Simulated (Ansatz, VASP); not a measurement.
# One calculation of BeS, two programs

```
Be S
1.0
     0.00000    2.49785    2.38050
     2.38050    0.00000    2.38050
     2.38050    2.49785    0.00000
Be S
1 1
Cartesian
  0.0000 0.0000 0.0000
  3.5707 3.7468 3.5707
```

Alike in both runs: task single point; functional PBEsol; k mesh 10 × 10 × 10; occupations gaussian, width 0.05 eV; no spin polarisation.

```csv
,VASP,Ansatz
version,VASP 6.6.1,Ansatz 0.2.0
potentials or method,"VASP PAW PBE potentials, release 64 (Be, S), cutoff 520 eV","scalar-relativistic, plane waves, PAW"
valence electrons in the cell,8,8
```

|  | VASP | Ansatz | Ansatz less VASP |
| --- | --- | --- | --- |
| gap on the k mesh at the Fermi level (eV) | 2.70 | 2.69 | -0.003 |
| least direct gap on the mesh (eV) | 5.51 | 5.48 | -0.028 |
| pressure (GPa) | 0.1 | 0.0 | -0.15 |
| traceless stress, the component that is largest in VASP (GPa) | -3.30 | -3.32 | -0.017 |

VASP's potentials were made for PBE, not for PBEsol.
